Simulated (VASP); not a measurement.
# RbBr in VASP: a series of runs

RbBr is run at these levels: PBE; tasks: single point.

All numbers are computed with VASP 6.6.1; they aren't measurements. Logs are shortened: lines on timing, memory, paths and dates and some standing lists are left out, and cuts for length are marked.

## 1. The cell of the first run

Symmetry: Fm-3m, No. 225, cubic system. Conventional cell: a = 6.855 Å, b = 6.855 Å, c = 6.855 Å, α = 90.00°, β = 90.00°, γ = 90.00°. Within 4.5 Å of Rb (site symmetry m-3m) lie 6 Br at 3.43 Å. Within 4.5 Å of Br (site symmetry m-3m) lie 6 Rb at 3.43 Å.

## 2. Single point, PBE

INCAR reads:

```
PREC = Accurate ; ENCUT = 520
EDIFF = 1E-6 ; ISMEAR = 0
SIGMA = 0.05 ; LREAL = F
LASPH = T ; NELM = 100
ALGO = Normal ; ISIF = 2
LWAVE = F ; LCHARG = F
GGA = PE ; NBANDS = 15
```

KPOINTS reads:

```
regular mesh
0
Gamma
  7 7 7
```

POSCAR reads:

```
RbBr
1.0
    0.0000000000      3.4275000000      3.4275000000
    3.4275000000      0.0000000000      3.4275000000
    3.4275000000      3.4275000000      0.0000000000
Rb Br
1 1
Direct
    0.0000000000      0.0000000000      0.0000000000
    0.5000000000      0.5000000000      0.5000000000
```

Potentials or basis: VASP PAW PBE potentials, release 64 (Rb_sv, Br).

Command:

```bash
cat potpaw_PBE.64/Rb_sv/POTCAR potpaw_PBE.64/Br/POTCAR > POTCAR
mpirun -np 1 vasp_std > vasp.out
```

OUTCAR:

```text
PREC = Accurate
   ENCUT = 520
   EDIFF = 1E-6
   ISMEAR = 0
   LREAL = F
   LASPH = T
   NELM = 100
   ISIF = 2
   GGA = PE

 ion  position               nearest neighbor table
   1  0.000  0.000  0.000-   2 3.43   2 3.43   2 3.43   2 3.43   2 3.43   2 3.43
   2  0.500  0.500  0.500-   1 3.43   1 3.43   1 3.43   1 3.43   1 3.43   1 3.43

  LATTYP: Found a face centered cubic cell.
 ALAT       =     6.8550000000

  Lattice vectors:

 A1 = (   0.0000000000,   3.4275000000,   3.4275000000)
 A2 = (   3.4275000000,   0.0000000000,   3.4275000000)
 A3 = (   3.4275000000,   3.4275000000,   0.0000000000)

Analysis of symmetry for initial positions (statically):
=====================================================================
 Subroutine PRICEL returns:
 Original cell was already a primitive cell.

 Routine SETGRP: Setting up the symmetry group for a
 face centered cubic supercell.

 Subroutine GETGRP returns: Found 48 space group operations
 (whereof 48 operations were pure point group operations)
 out of a pool of 48 trial point group operations.

The static configuration has the point symmetry O_h .

Analysis of symmetry for dynamics (positions and initial velocities):
=====================================================================
 Subroutine PRICEL returns:
 Original cell was already a primitive cell.

 Routine SETGRP: Setting up the symmetry group for a
 face centered cubic supercell.

 Subroutine GETGRP returns: Found 48 space group operations
 (whereof 48 operations were pure point group operations)
 out of a pool of 48 trial point group operations.

The dynamic configuration has the point symmetry O_h .

 Subroutine INISYM returns: Found 48 space group operations
 (whereof 48 operations are pure point group operations),
 and found     1 'primitive' translations

----------------------------------------------------------------------------------------

                                     Primitive cell

  volume of cell :      80.5309

  direct lattice vectors                    reciprocal lattice vectors
     0.000000000  3.427500000  3.427500000    -0.145878920  0.145878920  0.145878920
     3.427500000  0.000000000  3.427500000     0.145878920 -0.145878920  0.145878920
     3.427500000  3.427500000  0.000000000     0.145878920  0.145878920 -0.145878920

  length of vectors
     4.847216985  4.847216985  4.847216985     0.252669702  0.252669702  0.252669702

  position of ions in fractional coordinates (direct lattice)
     0.000000000  0.000000000  0.000000000
     0.500000000  0.500000000  0.500000000

  ion indices of the primitive-cell ions
   primitive index   ion index
                 1           1
                 2           2

----------------------------------------------------------------------------------------

 KPOINTS: regular mesh

Automatic generation of k-mesh.
 Grid dimensions read from file:
 generate k-points for:    7    7    7

 Generating k-lattice:

  Cartesian coordinates                     Fractional coordinates (reciprocal lattice)
    -0.020839846  0.020839846  0.020839846     0.142857143  0.000000000  0.000000000
     0.020839846 -0.020839846  0.020839846     0.000000000  0.142857143  0.000000000
     0.020839846  0.020839846 -0.020839846     0.000000000  0.000000000  0.142857143

  Length of vectors
     0.036095672  0.036095672  0.036095672

  Shift w.r.t. Gamma in fractional coordinates (k-lattice)
     0.000000000  0.000000000  0.000000000

 Subroutine IBZKPT returns following result:
 ===========================================

 Found     20 irreducible k-points:

 Following reciprocal coordinates:
            Coordinates               Weight
  0.000000  0.000000  0.000000      1.000000
  0.142857  0.000000  0.000000      8.000000
  0.285714  0.000000  0.000000      8.000000
  0.428571  0.000000  0.000000      8.000000
  0.142857  0.142857  0.000000      6.000000
  0.285714  0.142857  0.000000     24.000000
[... 12 lines left out ...]
 -0.428571  0.428571  0.142857     24.000000
 -0.285714  0.428571  0.142857     24.000000
   k-points           NKPTS =     20   k-points in BZ     NKDIM =     20   number of bands    NBANDS=     15
   number of dos      NEDOS =    301   number of ions     NIONS =      2
   total plane-waves  NPLWV =  46656
   dimension x,y,z NGX =    36 NGY =   36 NGZ =   36
   dimension x,y,z NGXF=    72 NGYF=   72 NGZF=   72
   ions per type =               1   1
   NGX,Y,Z   is equivalent  to a cutoff of  12.35, 12.35, 12.35 a.u.
   NGXF,Y,Z  is equivalent  to a cutoff of  24.69, 24.69, 24.69 a.u.
 SYSTEM =  unknown system
   PREC   = accura    normal or accurate (medium, high low for compatibility)
   ISTART =      0    job   : 0-new  1-cont  2-samecut
   ICHARG =      2    charge: 1-file 2-atom 10-const
   ISPIN  =      1    spin polarized calculation?
   LNONCOLLINEAR =      F non collinear calculations
   LSORBIT =      F    spin-orbit coupling
   LASPH  =      T    aspherical Exc in radial PAW
   ENCUT  =  520.0 eV  38.22 Ry    6.18 a.u.   9.01  9.01  9.01*2*pi/ulx,y,z
   NELM   =    100;   NELMIN=  2; NELMDL= -5     # of ELM steps
   EDIFF  = 0.1E-05   stopping-criterion for ELM
   LREAL  =      F    real-space projection
   EDIFFG = 0.1E-04   stopping-criterion for IOM
   NSW    =      0    number of steps for IOM
   IBRION =     -1    ionic relax: 0-MD 1-quasi-New 2-CG
   NFREE  =      0    steps in history (QN), initial steepest desc. (CG)
   ISIF   =      2    stress and relaxation
   ISYM   =      2    0-nonsym 1-usesym 2-fastsym
   POTIM  = 0.5000    time-step for ionic-motion
   TEBEG  =    0.0;   TEEND  =   0.0 temperature during run
   PSTRESS=    0.0 pullay stress
   NELECT =      16.0000    total number of electrons
   NUPDOWN=      -1.0000    fix difference up-down
   EMIN   =  10.00;   EMAX   =-10.00  energy-range for DOS
   EFERMI =   0.00;   METHOD = LEGACY
   ISMEAR =     0;   SIGMA  =   0.05  broadening in eV -4-tet -1-fermi 0-gaus
   EFERMI_NEDOS =   21; number of points for ismear=-14 and -15
   IALGO  =     38    algorithm
   IMIX   =      4    mixing-type and parameters
     AMIX     =   0.40;   BMIX     =  1.00
     AMIX_MAG =   1.60;   BMIX_MAG =  1.00
  volume/ion in A,a.u.               =      40.27       271.72
  Fermi-wavevector in a.u.,A,eV,Ry     =   0.955273  1.805204 12.415941  0.912546
  Thomas-Fermi vector in A             =   2.084095
   LORBIT       =      0    0 simple, 1 ext, 2 COOP (PROOUT), +10 PAW based schemes
   GGA     = PE    functional components
   LHFCALC =     F    Hartree Fock is set to
   AEXX    =    0.0000 exact exchange contribution
   IVDW    =     0    specifies the selected vdW correction
   LEPSILON=     F    determine dielectric tensor
   LRPA    =     F    only Hartree local field effects (RPA)
 non-spin polarized calculation
 Gauss-broadening in eV      SIGMA  =   0.05
  energy-cutoff  :      520.00
  volume of cell :       80.53
 maximum number of plane-waves:      2186
   NGX = 17   NGY = 17   NGZ = 17

 number of electron      15.9999999 magnetization

 Free energy of the ion-electron system (eV)
  ---------------------------------------------------
  ext. energy  EPLUGINS =         0.00000000
  ---------------------------------------------------
  free energy    TOTEN  =        -6.09757416 eV

  energy without entropy =       -6.09757416  energy(sigma->0) =       -6.09757416

 E-fermi :  -1.4935     XC(G=0):  -7.2319

 val. band max:       -1.7537509442   @ k =   0.0000   0.0000   0.0000
 cond. band min:       2.6072500637   @ k =   0.0000   0.0000   0.0000
 fundamental gap:      4.3610010079
 Fermi energy:        -1.4935182920

 k-point     1 :       0.0000    0.0000    0.0000
  band No.  band energies     occupation
      1     -26.1691      2.00000
      2     -13.9343      2.00000
      3     -10.2459      2.00000
      4     -10.2459      2.00000
      5     -10.2459      2.00000
      6      -1.7538      2.00000
      7      -1.7538      2.00000
      8      -1.7538      2.00000
      9       2.6073      0.00000
     10       5.5255      0.00000
     11       5.5255      0.00000
     12       5.5255      0.00000
     13       6.4134      0.00000
     14       6.4134      0.00000
     15       9.2379      0.00000

 k-point     2 :       0.1429    0.0000    0.0000
  band No.  band energies     occupation
      1     -26.1673      2.00000
      2     -13.9424      2.00000
      3     -10.2474      2.00000
      4     -10.2474      2.00000
      5     -10.2369      2.00000
      6      -1.9879      2.00000
      7      -1.8256      2.00000
      8      -1.8256      2.00000
      9       3.0910      0.00000
     10       5.4128      0.00000
     11       5.7679      0.00000
     12       5.7679      0.00000
     13       6.7154      0.00000
     14       6.7154      0.00000
     15       9.9904      0.00000

 k-point     3 :       0.2857    0.0000    0.0000
  band No.  band energies     occupation
      1     -26.1634      2.00000
      2     -13.9604      2.00000
      3     -10.2506      2.00000
      4     -10.2506      2.00000
      5     -10.2166      2.00000
      6      -2.4179      2.00000
      7      -1.9782      2.00000
      8      -1.9782      2.00000
      9       4.1534      0.00000
     10       5.4409      0.00000
     11       6.4575      0.00000
     12       6.4575      0.00000
     13       7.5168      0.00000
     14       7.5168      0.00000
     15      10.2826      0.00000
[... 271 lines left out ...]
 k-point    19 :      -0.4286    0.4286    0.1429
  band No.  band energies     occupation
      1     -26.1574      2.00000
      2     -13.9054      2.00000
      3     -10.3831      2.00000
      4     -10.3346      2.00000
      5     -10.2604      2.00000
      6      -2.2684      2.00000
      7      -2.0831      2.00000
      8      -1.9876      2.00000
      9       4.4268      0.00000
     10       5.6719      0.00000
     11       6.7288      0.00000
     12       7.5316      0.00000
     13       7.9725      0.00000
     14       8.8184      0.00000
     15       9.3621      0.00000

 k-point    20 :      -0.2857    0.4286    0.1429
  band No.  band energies     occupation
      1     -26.1571      2.00000
      2     -13.9134      2.00000
      3     -10.3804      2.00000
      4     -10.3406      2.00000
      5     -10.2331      2.00000
      6      -2.2921      2.00000
      7      -2.1261      2.00000
      8      -2.0675      2.00000
      9       5.0312      0.00000
     10       5.7232      0.00000
     11       6.5758      0.00000
     12       6.9240      0.00000
     13       8.6422      0.00000
     14       8.8167      0.00000
     15       9.6224      0.00000

------------------------ aborting loop because EDIFF is reached ----------------------------------------

  FORCE on cell =-STRESS in cart. coord.  units (eV):
  Direction    XX          YY          ZZ          XY          YZ          ZX
  --------------------------------------------------------------------------------------
  -------------------------------------------------------------------------------------
  Total        0.5119642      0.5119642      0.5119642      0.0000000     -0.0000000      0.0000000
  in kB       10.1856271     10.1856271     10.1856271      0.0000000     -0.0000000      0.0000000
  external PRESSURE =      10.1856271 kB  Pullay stress =       0.0000000 kB

 VOLUME and BASIS-vectors are now :
 -----------------------------------------------------------------------------
  energy-cutoff  :      520.00
  volume of cell :       80.53
      direct lattice vectors                 reciprocal lattice vectors
     0.000000000  3.427500000  3.427500000    -0.145878920  0.145878920  0.145878920
     3.427500000  0.000000000  3.427500000     0.145878920 -0.145878920  0.145878920
     3.427500000  3.427500000  0.000000000     0.145878920  0.145878920 -0.145878920

 POSITION                                       TOTAL-FORCE (eV/Angst)
 -----------------------------------------------------------------------------------
      0.00000      0.00000      0.00000        -0.000000     -0.000000     -0.000000
      3.42750      3.42750      3.42750         0.000000      0.000000      0.000000
 -----------------------------------------------------------------------------------
    total drift:                                0.000000      0.000000      0.000000

  FREE ENERGIE OF THE ION-ELECTRON SYSTEM (eV)
  ---------------------------------------------------
  free  energy   TOTEN  =        -6.0975741643 eV

  energy  without entropy=       -6.0975741643  energy(sigma->0) =       -6.09757416
```

Run time: 48 s. Hardware: 1 thread of Intel Xeon 8259CL, shared host; peak memory 0.21 GiB.

What came out:

```yaml
Free_energy: -6.0976 eV
Pressure: 1.0 GPa
Band_gap_on_the_k_mesh: 4.36 eV, direct
```

A k mesh can miss the band edges. A hybrid or GW would open this gap; PBE tends to underestimate it.

## 3. Single point, PBE (x and y stretched by -3 %, z held)

INCAR reads:

```
PREC = Accurate ; ENCUT = 520
EDIFF = 1E-7 ; ISMEAR = -1
SIGMA = 0.03 ; LREAL = False
LASPH = True ; NELM = 80
ALGO = Normal ; ISIF = 2
LWAVE = False ; LCHARG = True
GGA = PE ; LELF = True
LVHAR = True ; NBANDS = 15
```

KPOINTS is that of step 2.

POSCAR reads:

```
RbBr
1.0
    0.0000000000      3.3246750000      3.4275000000
    3.3246750000      0.0000000000      3.4275000000
    3.3246750000      3.3246750000      0.0000000000
Rb Br
1 1
Direct
    0.0000000000      0.0000000000      0.0000000000
    0.5000000000      0.5000000000      0.5000000000
```

Potentials or basis: VASP PAW PBE potentials, release 64 (Rb_sv, Br).

Command:

```bash
cat potpaw_PBE.64/Rb_sv/POTCAR potpaw_PBE.64/Br/POTCAR > POTCAR
mpirun -np 1 vasp_std > vasp.out
```

OUTCAR:

```text
PREC = Accurate
   ENCUT = 520
   EDIFF = 1E-7
   ISMEAR = -1
   LREAL = False
   LASPH = True
   NELM = 80
   ISIF = 2
   GGA = PE

 ion  position               nearest neighbor table
   1  0.000  0.000  0.000-   2 3.32   2 3.32   2 3.32   2 3.32   2 3.43   2 3.43
   2  0.500  0.500  0.500-   1 3.32   1 3.32   1 3.32   1 3.32   1 3.43   1 3.43

  LATTYP: Found a body centered tetragonal cell.
 ALAT       =     4.7018004755
 C/A-ratio  =     1.4579521262

  Lattice vectors:

 A1 = (  -3.3246750000,   0.0000000000,   3.4275000000)
 A2 = (   3.3246750000,   0.0000000000,   3.4275000000)
 A3 = (   0.0000000000,   3.3246750000,  -3.4275000000)

Analysis of symmetry for initial positions (statically):
=====================================================================
 Subroutine PRICEL returns:
 Original cell was already a primitive cell.

 Routine SETGRP: Setting up the symmetry group for a
 body centered tetragonal supercell.

 Subroutine GETGRP returns: Found 16 space group operations
 (whereof 16 operations were pure point group operations)
 out of a pool of 16 trial point group operations.

The static configuration has the point symmetry D_4h.

Analysis of symmetry for dynamics (positions and initial velocities):
[... 167 lines left out ...]
      1     -25.8030      2.00000
      2     -13.7576      2.00000
      3      -9.8890      2.00000
      4      -9.8890      2.00000
      5      -9.8806      2.00000
      6      -1.5402      2.00000
      7      -1.4943      2.00000
      8      -1.4943      2.00000
      9       3.0073      0.00000
     10       5.6509      0.00000
     11       5.8437      0.00000
     12       5.8437      0.00000
     13       6.6367      0.00000
     14       6.7904      0.00000
[... 401 lines left out ...]
      2     -13.7682      2.00000
      3      -9.9881      2.00000
      4      -9.9672      2.00000
      5      -9.8486      2.00000
      6      -2.3011      2.00000
      7      -1.9189      2.00000
      8      -1.8158      2.00000
      9       5.4481      0.00000
     10       5.9469      0.00000
     11       7.3206      0.00000
     12       7.8496      0.00000
     13       8.4236      0.00000
     14       9.2381      0.00000
     15       9.7124      0.00000

 [... further k-points ...]
[... 5 lines left out ...]
  --------------------------------------------------------------------------------------
  -------------------------------------------------------------------------------------
  Total        1.2718605      1.2718605      0.6463622      0.0000000      0.0000000      0.0000000
  in kB       26.8933067     26.8933067     13.6672360      0.0000000      0.0000000      0.0000000
  external PRESSURE =      22.4846165 kB  Pullay stress =       0.0000000 kB

 VOLUME and BASIS-vectors are now :
 -----------------------------------------------------------------------------
  energy-cutoff  :      520.00
  volume of cell :       75.77
      direct lattice vectors                 reciprocal lattice vectors
     0.000000000  3.324675000  3.427500000    -0.150390640  0.150390640  0.145878920
     3.324675000  0.000000000  3.427500000     0.150390640 -0.150390640  0.145878920
     3.324675000  3.324675000  0.000000000     0.150390640  0.150390640 -0.145878920

 POSITION                                       TOTAL-FORCE (eV/Angst)
 -----------------------------------------------------------------------------------
      0.00000      0.00000      0.00000         0.000000     -0.000000      0.000000
      3.32468      3.32468      3.42750        -0.000000      0.000000     -0.000000
 -----------------------------------------------------------------------------------
    total drift:                                0.000000      0.000000      0.000000

  FREE ENERGIE OF THE ION-ELECTRON SYSTEM (eV)
  ---------------------------------------------------
  free  energy   TOTEN  =        -6.0442142693 eV

  energy  without entropy=       -6.0442142693  energy(sigma->0) =       -6.04421427
```

stdout:

```text
POSCAR found type information on POSCAR RbBr
 POSCAR found :  2 types and       2 ions
 scaLAPACK will be used
 LDA part: xc-table for (Slater+PW92), standard interpolation
 POSCAR, INCAR and KPOINTS ok, starting setup
 FFT: planning ... GRIDC
 FFT: planning ... GRID_SOFT
 FFT: planning ... GRID
 WAVECAR not read
 entering main loop
```

Run time: 95 s. Hardware: 1 thread of Intel Xeon 8259CL, shared host; peak memory 0.22 GiB.

What came out:

```
Free energy            : -6.0442 eV
Pressure               : 2.2 GPa
Band gap on the k mesh : 4.50 eV, direct
```

Stress tensor (GPa, compression positive):
```
2.69 0.00 0.00
0.00 2.69 0.00
0.00 0.00 1.37
```

Levels at points of the mesh, in eV from the valence-band top:
```
           k point  band 6  band 7  band 8  band 9  band 10  band 11
(0.00, 0.00, 0.00)   -0.05    0.00    0.00    4.50     7.15     7.34
```

Caveat: the cell differs from its parent crystal (x and y stretched by -3 %, z held).

## 4. Single point, PBE (atom 2 (Br) moved by [0.0, 0.0, 0.03] A)

INCAR reads:

```
SYSTEM = RbBr
PREC = Accurate
ENCUT = 520
EDIFF = 1E-6
ISMEAR = -1
SIGMA = 0.03
LREAL = .False.
LASPH = .True.
NELM = 100
ALGO = Normal
ISIF = 2
LWAVE = .False.
LCHARG = .True.
GGA = PE
LELF = .True.
LVHAR = .True.
NBANDS = 15
```

KPOINTS reads:

```
Automatic mesh
0
Gamma
  7 7 7
  0 0 0
```

POSCAR reads:

```
RbBr
1.0
    0.0000000000      3.4275000000      3.4275000000
    3.4275000000      0.0000000000      3.4275000000
    3.4275000000      3.4275000000      0.0000000000
Rb Br
1 1
Direct
    0.0000000000      0.0000000000      0.0000000000
    0.5043763676      0.5043763676      0.4956236324
```

Command:

```bash
cat potpaw_PBE.64/Rb_sv/POTCAR potpaw_PBE.64/Br/POTCAR > POTCAR
mpirun -np 1 vasp_std > vasp.out
```

Wall time 99 s (1 thread of Intel Xeon 8259CL, shared host); peak memory 0.23 GiB.

It converged, with:

```yaml
Free_energy: -6.0970 eV
Pressure: 1.0 GPa
Largest_force: 0.038 eV/Å
Band_gap_on_the_k_mesh: 4.36 eV, direct
```

Forces in eV/Å, atoms in the order of the input:
```
Rb   0.000  0.000  0.038
Br   0.000  0.000 -0.038
```

Levels at points of the mesh, in eV from the valence-band top:
```tsv
k point	band 4	band 5	band 6	band 7	band 8	band 9	band 10	band 11	band 12	band 13
(0.00, 0.00, 0.00)	-8.49	-8.49	0.00	0.00	0.00	4.36	7.28	7.28	7.28	8.17
```

Caveat: the cell differs from its parent crystal (atom 2 (Br) moved by [0.0, 0.0, 0.03] A). A k mesh can miss the band edges.

## 5. Overview

| cell | smearing | gap on the mesh (eV) | pressure (GPa) |
| --- | --- | --- | --- |
| a = 4.847 Å, angles 60.0°, 2 atoms | gaussian 0.05 eV | 4.36 | 1.0 |
| a = 4.775, b = 4.775, c = 4.702 Å, angles 60.5, 60.5, 59.0°, 2 atoms | fermi-dirac 0.03 eV | 4.50 | 2.2 |
| a = 4.847 Å, angles 60.0°, 2 atoms | fermi-dirac 0.03 eV | 4.36 | 1.0 |

Some of these runs hold the atoms at other places in the same cell, which the table doesn't show; runs alike in all that it shows share one row.

Alike in all rows: task single point; level PBE; potentials or basis VASP PAW PBE potentials, release 64 (Rb_sv, Br); no spin polarisation; k mesh 7 × 7 × 7; cutoff (eV) 520.

Total energies depend on the potentials used, so only differences within one code and one set of settings carry meaning.
